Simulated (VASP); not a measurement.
Set up this calculation in VASP 6.6.1, as the native input.

* Task: single point
* Functional: PBEsol
* Potentials or basis: VASP PAW PBE potentials, release 64 (Ti_sv, B)
* Cutoff: 520 eV
* k mesh: 10 × 10 × 8
* Occupations: fermi-dirac, width 0.05 eV
* Spin: no spin polarisation
* Dipole correction: no
* Further INCAR settings: ALGO = Normal; EDIFF = 1e-06; NBANDS = 16

The structure of TiB2 lies in POSCAR:

```
TiB2
1.0
    2.9729741427      0.0000000000      0.0000000000
   -1.4864870714      2.5746711324      0.0000000000
    0.0000000000      0.0000000000      3.1223988800
Ti B
1 2
Direct
    0.0000000000      0.0000000000      0.0000000000
    0.3333333333      0.6666666667      0.5000000000
    0.6666666667      0.3333333333      0.5000000000
```

One way to write it, as run:

INCAR

```
PREC     = Accurate       # precision mode
ENCUT    = 520            # plane-wave cutoff, eV
EDIFF    = 1E-6           # SCF threshold, eV
ISMEAR   = -1             # smearing method
SIGMA    = 0.05           # smearing width, eV
LREAL    = False          # projectors in reciprocal space
LASPH    = True           # aspherical terms in the spheres
NELM     = 100            # most SCF steps
ALGO     = Normal         # electronic algorithm
ISIF     = 2              # what is computed and relaxed
LWAVE    = False          # write WAVECAR
LCHARG   = True           # write CHGCAR
GGA      = PS             # functional
LELF     = True           # ELF
LVHAR    = True         
NBANDS   = 16             # bands
```

KPOINTS

```
Automatic mesh
0
Gamma
  10 10 8
```

Potentials or basis: VASP PAW PBE potentials, release 64 (Ti_sv, B).

The run is started by

```bash
$ cat potpaw_PBE.64/Ti_sv/POTCAR potpaw_PBE.64/B/POTCAR > POTCAR
$ mpirun -np 1 vasp_std > vasp.out
```

It gave:

| Property | Result |
| --- | --- |
| Pressure | 15.0 GPa |
| Band gap on the k mesh | zero (band 9 reaches 11.25 eV, above the bottom of band 10 at 10.40 eV) |

Caveat: the PAW data sets were made with another functional, which shifts forces and pressure a little.

Wall time 12 s on 1 thread of Intel(R) Xeon(R) 6975P-C (Granite Rapids), with other jobs on the host, peak memory 0.15 GiB.
